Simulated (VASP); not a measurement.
# NaF (P6_3/mmc) in VASP: a series of runs

NaF is run at these levels: r2SCAN, HSE06; tasks: single point.

Everything below comes from runs of VASP 6.6.1. Logs are shortened: lines on timing, memory, paths and dates and some standing lists are left out, and cuts for length are marked.

## 1. The cell of the first run

The structure is hexagonal, space group P6_3/mmc (No. 194). Conventional cell: a = 3.292 Å, b = 3.292 Å, c = 5.504 Å, α = 90.00°, β = 90.00°, γ = 120.00°. Within 3.1 Å of Na (site symmetry -3m) lie 6 F at 2.35 Å and 2 Na at 2.75 Å. Within 3.1 Å of F (site symmetry -6m2) lie 6 Na at 2.35 Å.

## 2. Single point, r2SCAN (epitaxial xy strain +3.6%)

File POSCAR:

```
NaF
1.0
    3.2919462618      0.0000000000      0.0000000000
   -1.6459731309      2.8509090906      0.0000000000
    0.0000000000      0.0000000000      5.5039038203
Na F
2 2
Direct
    0.0000000000      0.0000000000      0.0000000000
    0.0000000000      0.0000000000      0.5000000000
    0.3333333333      0.6666666667      0.2500000000
    0.6666666667      0.3333333333      0.7500000000
```

File INCAR.step1:

```
PREC = Accurate ; ENCUT = 520
ISMEAR = 0 ; SIGMA = 0.01
LREAL = F ; LASPH = T
NELM = 60 ; NBANDS = 22
GGA = PE ; ALGO = Normal
EDIFF = 1E-4 ; LWAVE = T
LCHARG = F
```

File INCAR.step2:

```
PREC = Accurate ; ENCUT = 520
EDIFF = 1E-6 ; ISMEAR = 0
SIGMA = 0.01 ; LREAL = F
LASPH = T ; NELM = 60
ALGO = Normal ; ISIF = 2
LWAVE = F ; LCHARG = T
METAGGA = R2SCAN ; LMIXTAU = T
LELF = T ; LVHAR = T
NBANDS = 22 ; ISTART = 1
```

File KPOINTS:

```
Automatic mesh
0
Gamma
  12 12 6
```

Potentials or basis: VASP PAW PBE potentials, release 64 (Na_pv, F).

The run is started by

```
$ cat potpaw_PBE.64/Na_pv/POTCAR potpaw_PBE.64/F/POTCAR > POTCAR
$ cp INCAR.step1 INCAR
$ mpirun -np 1 vasp_std > vasp.out
$ cp INCAR.step2 INCAR
$ mpirun -np 1 vasp_std > vasp.out
```

OUTCAR:

```text
PREC = Accurate
   ENCUT = 520
   EDIFF = 1E-6
   ISMEAR = 0
   LREAL = F
   LASPH = T
   NELM = 60
   ISIF = 2
   METAGGA = R2SCAN
   ISTART = 1

 ion  position               nearest neighbor table
   1  0.000  0.000  0.000-   3 2.35   4 2.35   3 2.35   4 2.35   4 2.35   3 2.35   2 2.75   2 2.75

   2  0.000  0.000  0.500-   3 2.35   4 2.35   3 2.35   4 2.35   4 2.35   3 2.35   1 2.75   1 2.75

   3  0.333  0.667  0.250-   1 2.35   2 2.35   1 2.35   2 2.35   1 2.35   2 2.35
   4  0.667  0.333  0.750-   1 2.35   2 2.35   1 2.35   2 2.35   1 2.35   2 2.35

  LATTYP: Found a hexagonal cell.
 ALAT       =     3.2919462618
 C/A-ratio  =     1.6719300324

  Lattice vectors:

 A1 = (   3.2919462618,   0.0000000000,   0.0000000000)
 A2 = (  -1.6459731309,   2.8509090906,   0.0000000000)
 A3 = (   0.0000000000,   0.0000000000,   5.5039038203)

Analysis of symmetry for initial positions (statically):
=====================================================================
 Subroutine PRICEL returns:
 Original cell was already a primitive cell.

 Routine SETGRP: Setting up the symmetry group for a
 hexagonal supercell.

 Subroutine GETGRP returns: Found 24 space group operations
 (whereof 12 operations were pure point group operations)
 out of a pool of 24 trial point group operations.

The static configuration has the point symmetry D_3d.
 The point group associated with its full space group is D_6h.

Analysis of symmetry for dynamics (positions and initial velocities):
=====================================================================
 Subroutine PRICEL returns:
 Original cell was already a primitive cell.

 Routine SETGRP: Setting up the symmetry group for a
 hexagonal supercell.

 Subroutine GETGRP returns: Found 24 space group operations
 (whereof 12 operations were pure point group operations)
 out of a pool of 24 trial point group operations.

The dynamic configuration has the point symmetry D_3d.
 The point group associated with its full space group is D_6h.

 Subroutine INISYM returns: Found 24 space group operations
 (whereof 12 operations are pure point group operations),
 and found     1 'primitive' translations

----------------------------------------------------------------------------------------

                                     Primitive cell

  volume of cell :      51.6544

  direct lattice vectors                    reciprocal lattice vectors
     3.291946262  0.000000000  0.000000000     0.303771666  0.175382653  0.000000000
    -1.645973131  2.850909091  0.000000000     0.000000000  0.350765306  0.000000000
     0.000000000  0.000000000  5.503903820     0.000000000  0.000000000  0.181689221

  length of vectors
     3.291946262  3.291946262  5.503903820     0.350765306  0.350765306  0.181689221

  position of ions in fractional coordinates (direct lattice)
     0.000000000  0.000000000  0.000000000
     0.000000000  0.000000000  0.500000000
     0.333333333  0.666666667  0.250000000
     0.666666667  0.333333333  0.750000000

  ion indices of the primitive-cell ions
   primitive index   ion index
                 1           1
                 2           2
                 3           3
                 4           4

----------------------------------------------------------------------------------------

 KPOINTS: Automatic mesh

Automatic generation of k-mesh.
 Grid dimensions read from file:
 generate k-points for:   12   12    6

 Generating k-lattice:

  Cartesian coordinates                     Fractional coordinates (reciprocal lattice)
     0.025314305  0.014615221  0.000000000     0.083333333  0.000000000  0.000000000
     0.000000000  0.029230442  0.000000000     0.000000000  0.083333333  0.000000000
     0.000000000  0.000000000  0.030281537     0.000000000  0.000000000  0.166666667

  Length of vectors
     0.029230442  0.029230442  0.030281537

  Shift w.r.t. Gamma in fractional coordinates (k-lattice)
     0.000000000  0.000000000  0.000000000

 Subroutine IBZKPT returns following result:
 ===========================================

 Found     76 irreducible k-points:

 Following reciprocal coordinates:
            Coordinates               Weight
  0.000000  0.000000  0.000000      1.000000
  0.083333  0.000000  0.000000      6.000000
  0.166667  0.000000  0.000000      6.000000
  0.250000  0.000000  0.000000      6.000000
  0.333333  0.000000  0.000000      6.000000
  0.416667  0.000000  0.000000      6.000000
[... 16 lines left out ...]
  0.250000  0.000000  0.166667     12.000000
  0.333333  0.000000  0.166667     12.000000
 [... further k-points ...]
   k-points           NKPTS =     76   k-points in BZ     NKDIM =     76   number of bands    NBANDS=     22
   number of dos      NEDOS =    301   number of ions     NIONS =      4
   total plane-waves  NPLWV =  24192
   dimension x,y,z NGX =    24 NGY =   24 NGZ =   42
   dimension x,y,z NGXF=    48 NGYF=   48 NGZF=   84
   ions per type =               2   2
   NGX,Y,Z   is equivalent  to a cutoff of  12.12, 12.12, 12.69 a.u.
   NGXF,Y,Z  is equivalent  to a cutoff of  24.24, 24.24, 25.37 a.u.
 SYSTEM =  unknown system
   PREC   = accura    normal or accurate (medium, high low for compatibility)
   ISTART =      1    job   : 0-new  1-cont  2-samecut
   ICHARG =      0    charge: 1-file 2-atom 10-const
   ISPIN  =      1    spin polarized calculation?
   LNONCOLLINEAR =      F non collinear calculations
   LSORBIT =      F    spin-orbit coupling
   LASPH  =      T    aspherical Exc in radial PAW
   ENCUT  =  520.0 eV  38.22 Ry    6.18 a.u.   6.12  6.12 10.23*2*pi/ulx,y,z
   NELM   =     60;   NELMIN=  2; NELMDL=  0     # of ELM steps
   EDIFF  = 0.1E-05   stopping-criterion for ELM
   LREAL  =      F    real-space projection
   EDIFFG = 0.1E-04   stopping-criterion for IOM
   NSW    =      0    number of steps for IOM
   IBRION =     -1    ionic relax: 0-MD 1-quasi-New 2-CG
   NFREE  =      0    steps in history (QN), initial steepest desc. (CG)
   ISIF   =      2    stress and relaxation
   ISYM   =      2    0-nonsym 1-usesym 2-fastsym
   POTIM  = 0.5000    time-step for ionic-motion
   TEBEG  =    0.0;   TEEND  =   0.0 temperature during run
   PSTRESS=    0.0 pullay stress
   NELECT =      28.0000    total number of electrons
   NUPDOWN=      -1.0000    fix difference up-down
   EMIN   =  10.00;   EMAX   =-10.00  energy-range for DOS
   EFERMI =   0.00;   METHOD = LEGACY
   ISMEAR =     0;   SIGMA  =   0.01  broadening in eV -4-tet -1-fermi 0-gaus
   EFERMI_NEDOS =   21; number of points for ismear=-14 and -15
   IALGO  =     38    algorithm
   IMIX   =      4    mixing-type and parameters
     AMIX     =   0.40;   BMIX     =  1.00
     AMIX_MAG =   1.60;   BMIX_MAG =  1.00
  volume/ion in A,a.u.               =      12.91        87.15
  Fermi-wavevector in a.u.,A,eV,Ry     =   1.334828  2.522458 24.242383  1.781765
  Thomas-Fermi vector in A             =   2.463579
   LORBIT       =      0    0 simple, 1 ext, 2 COOP (PROOUT), +10 PAW based schemes
   METAGGA = R2SCAN    functional components
   LHFCALC =     F    Hartree Fock is set to
   AEXX    =    0.0000 exact exchange contribution
   IVDW    =     0    specifies the selected vdW correction
   LEPSILON=     F    determine dielectric tensor
   LRPA    =     F    only Hartree local field effects (RPA)
 non-spin polarized calculation
 Gauss-broadening in eV      SIGMA  =   0.01
  energy-cutoff  :      520.00
  volume of cell :       51.65
 maximum number of plane-waves:      1416
   NGX = 13   NGY = 13   NGZ = 21

 number of electron      28.0000016 magnetization

 Free energy of the ion-electron system (eV)
  ---------------------------------------------------
  ext. energy  EPLUGINS =         0.00000000
  ---------------------------------------------------
  free energy    TOTEN  =       -24.96997169 eV

  energy without entropy =      -24.96997169  energy(sigma->0) =      -24.96997169

 E-fermi :  -2.7173     XC(G=0):  -9.5683

 val. band max:       -2.8437219080   @ k =   0.0000   0.0000   0.0000
 cond. band min:       4.1278607236   @ k =   0.0000   0.0000   0.0000
 fundamental gap:      6.9715826315
 Fermi energy:        -2.7172593874

 k-point     1 :       0.0000    0.0000    0.0000
  band No.  band energies     occupation
      1     -23.6482      2.00000
      2     -23.0981      2.00000
      3     -22.6681      2.00000
      4     -22.6678      2.00000
      5     -22.6318      2.00000
      6     -22.6315      2.00000
[... 14 lines left out ...]
     21      18.4447      0.00000
     22      18.4452      0.00000

 k-point     2 :       0.0833    0.0000    0.0000
  band No.  band energies     occupation
      1     -23.6243      2.00000
      2     -23.1544      2.00000
      3     -22.6698      2.00000
      4     -22.6380      2.00000
      5     -22.6331      2.00000
      6     -22.6088      2.00000
[... 14 lines left out ...]
     21      18.2032      0.00000
     22      18.3293      0.00000

 k-point     3 :       0.1667    0.0000    0.0000
  band No.  band energies     occupation
      1     -23.5578      2.00000
      2     -23.2591      2.00000
      3     -22.6746      2.00000
      4     -22.6553      2.00000
      5     -22.6367      2.00000
      6     -22.6064      2.00000
[... 14 lines left out ...]
     21      17.5241      0.00000
     22      18.2375      0.00000
[... 476 lines left out ...]
 k-point    23 :       0.2500    0.0000    0.1667
  band No.  band energies     occupation
      1     -23.4686      2.00000
      2     -23.3266      2.00000
      3     -22.6948      2.00000
      4     -22.6785      2.00000
      5     -22.6443      2.00000
      6     -22.6339      2.00000
[... 14 lines left out ...]
     21      17.6797      0.00000
     22      18.3184      0.00000

 k-point    24 :       0.3333    0.0000    0.1667
  band No.  band energies     occupation
      1     -23.4863      2.00000
      2     -23.2457      2.00000
      3     -22.7357      2.00000
      4     -22.6849      2.00000
      5     -22.6493      2.00000
      6     -22.6302      2.00000
[... 14 lines left out ...]
     21      17.8113      0.00000
     22      18.2502      0.00000

 [... further k-points ...]

------------------------ aborting loop because EDIFF is reached ----------------------------------------

  FORCE on cell =-STRESS in cart. coord.  units (eV):
  Direction    XX          YY          ZZ          XY          YZ          ZX
  --------------------------------------------------------------------------------------
  -------------------------------------------------------------------------------------
  Total       -1.4410818     -1.4410818     -0.1659976      0.0000000     -0.0000000      0.0000000
  in kB      -44.6984302    -44.6984302     -5.1487934      0.0000000     -0.0000000      0.0000000
  external PRESSURE =     -31.5152179 kB  Pullay stress =       0.0000000 kB

 VOLUME and BASIS-vectors are now :
 -----------------------------------------------------------------------------
  energy-cutoff  :      520.00
  volume of cell :       51.65
      direct lattice vectors                 reciprocal lattice vectors
     3.291946262  0.000000000  0.000000000     0.303771666  0.175382653  0.000000000
    -1.645973131  2.850909091  0.000000000     0.000000000  0.350765306  0.000000000
     0.000000000  0.000000000  5.503903820     0.000000000  0.000000000  0.181689221

 POSITION                                       TOTAL-FORCE (eV/Angst)
 -----------------------------------------------------------------------------------
      0.00000      0.00000      0.00000        -0.000000      0.000000      0.000000
      0.00000      0.00000      2.75195        -0.000000      0.000000      0.000000
     -0.00000      1.90061      1.37598         0.000000     -0.000000      0.000000
      1.64597      0.95030      4.12793        -0.000000      0.000000     -0.000000
 -----------------------------------------------------------------------------------
    total drift:                               -0.000000      0.000000     -0.000000

  FREE ENERGIE OF THE ION-ELECTRON SYSTEM (eV)
  ---------------------------------------------------
  free  energy   TOTEN  =       -24.9699716860 eV

  energy  without entropy=      -24.9699716860  energy(sigma->0) =      -24.96997169
```

Run time: 1.9 min. Hardware: 1 thread of AMD EPYC 9R45 (Zen 5), shared host; peak memory 0.17 GiB.

What came out:

* Free energy: -24.9700 eV
* Pressure: -3.2 GPa
* Band gap on the k mesh: 6.97 eV, direct

Caveat: the cell differs from its parent crystal (epitaxial xy strain +3.6%); the PAW data sets were made with another functional, which shifts forces and pressure a little.

## 3. Single point, HSE06 (epitaxial xy strain +3.6%)

POSCAR is that of step 2.

File INCAR.step1:

```
SYSTEM = NaF
  ALGO = Normal
  EDIFF = 1E-5
  ENCUT = 520
  GGA = PE
  ISIF = 2
  ISMEAR = 0
  LASPH = .TRUE.
  LREAL = .FALSE.
  LWAVE = .TRUE.
  NBANDS = 22
  NELM = 100
  PREC = Accurate
  SIGMA = 0.01
```

File INCAR.step2:

```
SYSTEM = NaF
  ALGO = Normal
  EDIFF = 1E-6
  ENCUT = 520
  GGA = PE
  HFSCREEN = 0.2079
  ISIF = 2
  ISMEAR = 0
  ISTART = 1
  LASPH = .TRUE.
  LCHARG = .TRUE.
  LELF = .TRUE.
  LHFCALC = .TRUE.
  LREAL = .FALSE.
  LVHAR = .TRUE.
  LWAVE = .FALSE.
  NBANDS = 22
  NELM = 100
  PREC = Accurate
  PRECFOCK = Normal
  SIGMA = 0.01
```

File KPOINTS:

```
k-points
0
G
  6 6 4
  0 0 0
```

Potentials or basis: VASP PAW PBE potentials, release 64 (Na_pv, F).

The run is started by

```
$ cat potpaw_PBE.64/Na_pv/POTCAR potpaw_PBE.64/F/POTCAR > POTCAR
$ cp INCAR.step1 INCAR
$ mpirun -np 1 vasp_std > vasp.out
$ cp INCAR.step2 INCAR
$ mpirun -np 1 vasp_std > vasp.out
```

OUTCAR:

```text
SYSTEM = NaF
   EDIFF = 1E-6
   ENCUT = 520
   GGA = PE
   HFSCREEN = 0.2079
   ISIF = 2
   ISMEAR = 0
   ISTART = 1
   LASPH = .TRUE.
   LHFCALC = .TRUE.
   LREAL = .FALSE.
   NELM = 100
   PREC = Accurate
   PRECFOCK = Normal

 ion  position               nearest neighbor table
   1  0.000  0.000  0.000-   3 2.35   4 2.35   3 2.35   4 2.35   4 2.35   3 2.35   2 2.75   2 2.75

   2  0.000  0.000  0.500-   3 2.35   4 2.35   3 2.35   4 2.35   4 2.35   3 2.35   1 2.75   1 2.75

[... 732 lines left out ...]
  Direction    XX          YY          ZZ          XY          YZ          ZX
  --------------------------------------------------------------------------------------
  -------------------------------------------------------------------------------------
  Total       -0.8156058     -0.8156058      0.4879447      0.0000000      0.0000000      0.0000000
  in kB      -25.2978683    -25.2978683     15.1347136      0.0000000      0.0000000      0.0000000
  external PRESSURE =     -11.8203410 kB  Pullay stress =       0.0000000 kB

 VOLUME and BASIS-vectors are now :
 -----------------------------------------------------------------------------
  energy-cutoff  :      520.00
  volume of cell :       51.65
      direct lattice vectors                 reciprocal lattice vectors
     3.291946262  0.000000000  0.000000000     0.303771666  0.175382653  0.000000000
    -1.645973131  2.850909091  0.000000000     0.000000000  0.350765306  0.000000000
     0.000000000  0.000000000  5.503903820     0.000000000  0.000000000  0.181689221

 POSITION                                       TOTAL-FORCE (eV/Angst)
 -----------------------------------------------------------------------------------
      0.00000      0.00000      0.00000        -0.000000      0.000000     -0.000000
      0.00000      0.00000      2.75195        -0.000000      0.000000     -0.000000
     -0.00000      1.90061      1.37598         0.000000     -0.000000      0.000000
      1.64597      0.95030      4.12793        -0.000000      0.000000      0.000000
 -----------------------------------------------------------------------------------
    total drift:                               -0.000000      0.000000      0.000000

  FREE ENERGIE OF THE ION-ELECTRON SYSTEM (eV)
  ---------------------------------------------------
  free  energy   TOTEN  =       -20.4232142165 eV

  energy  without entropy=      -20.4232142165  energy(sigma->0) =      -20.42321422
```

OSZICAR.step1:

```text
N       E                     dE             d eps       ncg     rms          rms(c)
DAV:   1     0.322285102023E+03    0.32229E+03   -0.15191E+04   940   0.158E+03
DAV:   2     0.829697890761E+01   -0.31399E+03   -0.29740E+03   998   0.466E+02
DAV:   3    -0.182696134675E+02   -0.26567E+02   -0.26401E+02  1092   0.132E+02
DAV:   4    -0.187552138814E+02   -0.48560E+00   -0.48546E+00  1044   0.201E+01
DAV:   5    -0.187633906774E+02   -0.81768E-02   -0.81766E-02  1080   0.249E+00    0.767E+00
DAV:   6    -0.169599175655E+02    0.18035E+01   -0.75210E+00  1276   0.188E+01    0.263E+00
DAV:   7    -0.169390937372E+02    0.20824E-01   -0.77615E-02   952   0.275E+00    0.154E+00
DAV:   8    -0.169394638697E+02   -0.37013E-03   -0.58467E-02   978   0.473E+00    0.191E-01
DAV:   9    -0.169413362797E+02   -0.18724E-02   -0.12114E-02  1092   0.795E-01    0.148E-01
DAV:  10    -0.169413752343E+02   -0.38955E-04   -0.13715E-03  1104   0.355E-01    0.190E-02
DAV:  11    -0.169413688032E+02    0.64311E-05   -0.56387E-05  1100   0.128E-01
   1 F= -.16941369E+02 E0= -.16941369E+02  d E =-.201835E-34
```

Run time: 39 min. Hardware: 1 thread of Intel Xeon Platinum 8488C (Sapphire Rapids), shared host; peak memory 0.28 GiB.

Results:

| Item | Value |
| --- | --- |
| Free energy | -20.4232 eV |
| Pressure | -1.2 GPa |
| Band gap on the k mesh | 8.24 eV, direct |

Caveat: the cell differs from its parent crystal (epitaxial xy strain +3.6%); the PAW data sets were made with another functional, which shifts forces and pressure a little.
